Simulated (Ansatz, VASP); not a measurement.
## One calculation of Pt, two programs

```
Pt
1.0
     0.00000    1.95790    1.86000
     1.95790    0.00000    1.86000
     1.95790    1.95790    0.00000
Pt
1
Direct
  0.00000 0.00000 0.00000
```

Change from the starting cell: strain +0.000 along x and y, -0.050 along z, atoms carried along.

Alike in both runs: task single point; functional PBEsol; k mesh 20 × 20 × 20; occupations gaussian, width 0.15 eV; no spin polarisation.

```csv
,VASP,Ansatz
version,VASP 6.6.1,Ansatz 0.2.0
potentials or method,"VASP PAW PBE potentials, release 64 (Pt), cutoff 520 eV","scalar-relativistic, plane waves, PAW"
valence electrons in the cell,10,18
```

```csv
,VASP,Ansatz,Ansatz less VASP
gap on the k mesh at the Fermi level (eV),none,none,-
pressure (GPa),17.6,18.0,+0.40
"traceless stress, the component that is largest in VASP (GPa)",3.40,3.40,-0.001
```

VASP's potentials were made for PBE, not for PBEsol. A gap of «none» marks a metal or a gap that the smearing closes. VASP's potentials hold 10 valence electrons a cell and Ansatz's 18, so a difference there can come from the potentials and not from the codes.

Spin-orbit coupling is off throughout.
